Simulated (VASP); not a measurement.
**AlN: single point with PBEsol**

AlN:

```xyz
4
Lattice="3.0758 0.0000 0.0000 -1.5379 2.6637 0.0000 0.0000 0.0000 5.0202" Properties=species:S:1:pos:R:3 pbc="T T T"
Al    0.0000    1.7758    0.0167
Al    1.5379    0.8879    2.5268
N     0.0000    1.7758    1.9161
N     1.5379    0.8879    4.4262
```

```
Program             : VASP 6.6.1
Task                : single point
Functional          : PBEsol
Potentials or basis : VASP PAW PBE potentials, release 64 (Al, N)
Cutoff              : 600 eV
k mesh              : 9 × 9 × 5
Occupations         : gaussian, width 0.02 eV
Spin                : no spin polarisation
```

```json
{"Pressure": "3.6 GPa", "Band gap on the k mesh": "4.36 eV, direct"}
```

Stress tensor (GPa, compression positive):
```
 5.60  0.00  0.00
 0.00  5.60  0.00
 0.00  0.00 -0.28
```

Levels at points of the mesh, in eV from the valence-band top:
```
           k point  band 6  band 7  band 8  band 9  band 10  band 11
(0.00, 0.00, 0.00)   -0.05   -0.05    0.00    4.36     7.00    10.62
```

It took 33 s on 1 thread of Intel(R) Xeon(R) Platinum 8375C CPU @ 2.90GHz (Ice Lake), with other jobs on the host, peak memory 0.18 GiB.

Caveat: the PAW data sets were made with another functional, which shifts forces and pressure a little. Expect the measured gap to be larger: semilocal functionals such as PBEsol lack the derivative discontinuity.
